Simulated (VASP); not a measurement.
Write the native input for VASP 6.6.1 that does the following.

| Property | Result |
| --- | --- |
| Task | single point |
| Functional | PBE |
| Potentials or basis | VASP PAW PBE potentials, release 64 (Cu_sv_GW, O) |
| Cutoff | 820 eV |
| k mesh | 8 × 8 × 5 |
| Occupations | fermi-dirac, width 0.05 eV |
| Spin | no spin polarisation |
| Dipole correction | no |
| Further INCAR settings | ALGO = Normal; EDIFF = 1e-06; NBANDS = 33 |

The structure of CuO lies in POSCAR:

```
CuO
1.0
    2.2977570000     -1.6791320000      0.0000000000
    2.2977570000      1.6791320000      0.0000000000
   -0.8433432681      0.0000000000      5.0594363927
Cu O
2 2
Direct
    0.4949080808     -0.0061306206      0.5019270149
   -0.0061306206      0.4949080808      0.0019270149
    0.4219331422      0.5662893976      0.7517729851
    0.5662893976      0.4219331422      0.2517729851
```

These files were run (other wordings do the same):

INCAR

```
ALGO     = Normal         # electronic algorithm
EDIFF    = 1E-6           # SCF threshold, eV
ENCUT    = 820            # plane-wave cutoff, eV
GGA      = PE             # functional
GGA_COMPAT= F            
ISIF     = 2              # what is computed and relaxed
ISMEAR   = -1             # smearing method
LASPH    = T              # aspherical terms in the spheres
LCHARG   = F              # write CHGCAR
LREAL    = F              # projectors in reciprocal space
LWAVE    = F              # write WAVECAR
NBANDS   = 33             # bands
NELM     = 120            # most SCF steps
PREC     = Accurate       # precision mode
SIGMA    = 0.05           # smearing width, eV
```

KPOINTS

```
k-points
0
Gamma
  8 8 5
```

Potentials or basis: VASP PAW PBE potentials, release 64 (Cu_sv_GW, O).

The run is started by

```console
$ cat potpaw_PBE.64/Cu_sv_GW/POTCAR potpaw_PBE.64/O/POTCAR > POTCAR
$ mpirun -np 1 vasp_std > vasp.out
```

Results of the run:

| Quantity | Value |
| --- | --- |
| Pressure | 12.8 GPa |
| Largest force | 0.019 eV/Å |
| Band gap on the k mesh | zero (bands 25 and 26 overlap by 0.47 eV) |

Caveat: the cell stands under pressure; semilocal functionals underestimate gaps, and a narrow one can read as zero; semilocal functionals often make such compounds metallic where correlation or magnetic order opens a gap, which also shifts bond lengths.

It took 5 min on 1 thread of Intel(R) Xeon(R) Platinum 8559C (Emerald Rapids), with other jobs on the host, peak memory 0.35 GiB.
